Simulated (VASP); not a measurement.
The system is HoMoN2.

```
Ho Mo N
1.0
     3.79618    0.00000    0.00000
    -1.89809    3.28759    0.00000
     0.00000    0.00000    5.34165
Ho Mo N
1 1 2
Direct
  0.33333 0.66667 0.50000
  0.66667 0.33333 0.00000
  0.66667 0.33333 0.37069
  0.66667 0.33333 0.62931
```

The cell was generated, and may not be a known phase.

| Quantity | Value |
| --- | --- |
| Program | VASP 6.6.1 |
| Task | relaxation of cell and atoms |
| Functional | PBE |
| Potentials or basis | VASP PAW PBE potentials, release 64 (Ho_3, Mo_sv, N), 4f in core |
| Cutoff | 600 eV |
| k mesh | 4 × 4 × 3 |
| Occupations | gaussian, width 0.15 eV |
| Spin | collinear spin |
| Starting moments | [0.0, 1.0, 0.0, 0.0] μB |

At the start: pressure -3.1 GPa; volume 16.67 Å³/atom.

**Question.** Where does the relaxation end?

**Answer.** Over 8 steps the energy falls by 31.1 meV/atom and the volume is 16.77 Å³/atom (+0.7 %); space group P-6m2 (No. 187, to 0.1 Å) before and after; moment 0.00 μB per cell.

The path:
```csv
step,energy change (eV),largest force (eV/Å),pressure (GPa),volume (Å³)
1,0.0000,0.1839,-3.06,66.67
2,0.0131,0.5789,10.46,63.54
3,-0.0954,0.0887,2.71,65.04
4,-0.0955,0.1011,2.92,65.00
5,-0.1223,0.0724,0.47,66.99
6,-0.1225,0.0798,1.05,66.78
7,-0.1187,0.1608,-1.59,67.68
8,-0.1242,0.0128,0.07,67.10
```

Final structure:
```
Ho Mo N
1.0
     3.87839    0.00000    0.00000
    -1.93919    3.35878    0.00000
     0.00000    0.00000    5.15087
Ho Mo N
1 1 2
Direct
  0.33333 0.66667 0.50000
  0.66667 0.33333 0.00000
  0.66667 0.33333 0.37057
  0.66667 0.33333 0.62943
```

Caveat: the k points lie up to 0.47 Å⁻¹ apart in the final cell; the magnetic or orbital state may not be the lowest; the moments typed at the start vanished in this run.
